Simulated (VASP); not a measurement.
A run of VASP 6.6.1 is set up as follows.

File POSCAR:

```
As
1.0
    1.7877446484     -5.3877235979      0.0000000000
    1.7877446484      5.3877235979      0.0000000000
    0.0000000000      0.0000000000      4.3787499060
As
4
Direct
    0.3900000000      0.6100000000      0.5600000000
    0.8900000000      0.1100000000      0.9400000000
    0.6100000000      0.3900000000      0.4400000000
    0.1100000000      0.8900000000      0.0600000000
```

Contents of INCAR.step1:

```
SYSTEM = As
PREC     = Accurate       ! precision mode
ENCUT    = 520            ! plane-wave cutoff, eV
ISMEAR   = -1             ! smearing method
SIGMA    = 0.05           ! smearing width, eV
LREAL    = .FALSE.        ! projectors in reciprocal space
LASPH    = .TRUE.         ! aspherical terms in the spheres
NELM     = 60             ! most SCF steps
NBANDS   = 18             ! bands
GGA      = PE             ! functional
ALGO     = Normal         ! electronic algorithm
EDIFF    = 1E-4           ! SCF threshold, eV
LWAVE    = .TRUE.         ! write WAVECAR
LCHARG   = .FALSE.        ! write CHGCAR
```

File INCAR.step2:

```
SYSTEM = As
PREC     = Accurate       ! precision mode
ENCUT    = 520            ! plane-wave cutoff, eV
EDIFF    = 1E-6           ! SCF threshold, eV
ISMEAR   = -1             ! smearing method
SIGMA    = 0.05           ! smearing width, eV
LREAL    = .FALSE.        ! projectors in reciprocal space
LASPH    = .TRUE.         ! aspherical terms in the spheres
NELM     = 60             ! most SCF steps
ALGO     = Normal         ! electronic algorithm
ISIF     = 2              ! what is computed and relaxed
LWAVE    = .FALSE.        ! write WAVECAR
LCHARG   = .FALSE.        ! write CHGCAR
METAGGA  = R2SCAN         ! meta-GGA
LMIXTAU  = .TRUE.       
NBANDS   = 18             ! bands
ISTART   = 1
```

KPOINTS

```
Automatic mesh
0
G
  8 8 6
  0 0 0
```

Potentials or basis: VASP PAW PBE potentials, release 64 (As).

Launch:

```sh
$ cat potpaw_PBE.64/As/POTCAR > POTCAR
$ cp INCAR.step1 INCAR
$ mpirun -np 1 vasp_std > vasp.out
$ cp INCAR.step2 INCAR
$ mpirun -np 1 vasp_std > vasp.out
```

Estimate the largest force.

0.279 eV/Å.

Predict the pressure.

6.9 GPa.

Forces in eV/Å, atoms in the order of the input:
```
As   0.000  0.279  0.002
As   0.000  0.279 -0.002
As   0.000 -0.279 -0.002
As   0.000 -0.279  0.002
```

Caveat: the cell stands under pressure; the PAW data sets were made with another functional, which shifts forces and pressure a little.
